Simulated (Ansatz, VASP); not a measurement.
# Si in VASP and in Ansatz

```
CELL_PARAMETERS angstrom
0.00000 2.73500 2.73500
2.73500 0.00000 2.73500
2.73500 2.73500 0.00000
ATOMIC_POSITIONS crystal
Si 0.75000 0.75000 0.75000
Si 0.50000 0.50000 0.50000
```

Alike in both runs: task single point; functional PBE; k mesh 8 × 8 × 8; no spin polarisation.

|  | VASP | Ansatz |
| --- | --- | --- |
| version | VASP 6.6.1 | Ansatz 0.2.0 |
| potentials or method | VASP PAW PBE potentials, release 64 (Si) | scalar-relativistic, plane waves, PAW |
| plane-wave cutoff (eV) | 500 | 420 |
| occupations | tetrahedron | tetrahedron-uncorrected |
| valence electrons in the cell | 8 | 8 |

|  | VASP | Ansatz | Ansatz less VASP |
| --- | --- | --- | --- |
| gap on the k mesh at the Fermi level (eV) | 0.65 | 0.65 | -0.003 |
| pressure (GPa) | -0.1 | 0.0 | +0.08 |

Ansatz's warnings: band table not solved further.
